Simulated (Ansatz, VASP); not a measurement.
**Ca: VASP beside Ansatz**

```xyz
1
Lattice="0.0000 2.7942 2.8780 2.7942 0.0000 2.8780 2.7942 2.7942 0.0000" Properties=species:S:1:pos:R:3 pbc="T T T"
Ca    0.0000    0.0000    0.0000
```

Change from the starting cell: strain +0.000 along x and y, +0.030 along z, atoms carried along.

Alike in both runs: task single point; functional PBEsol; k mesh 14 × 14 × 14; occupations gaussian, width 0.15 eV; no spin polarisation.

|  | VASP | Ansatz |
| --- | --- | --- |
| version | VASP 6.6.1 | Ansatz 0.2.0 |
| potentials or method | VASP PAW PBE potentials, release 64 (Ca_sv), cutoff 520 eV | scalar-relativistic, plane waves, PAW |
| valence electrons in the cell | 10 | 10 |

|  | VASP | Ansatz | Ansatz less VASP |
| --- | --- | --- | --- |
| gap on the k mesh at the Fermi level (eV) | none | none | - |
| pressure (GPa) | -1.6 | -1.6 | +0.01 |
| traceless stress, the component that is largest in VASP (GPa) | -0.17 | -0.17 | 0.000 |

VASP's potentials were made for PBE, not for PBEsol. A gap of «none» marks a metal or a gap that the smearing closes. The functional is the same, so the differences come from potentials, cutoffs and numerics.
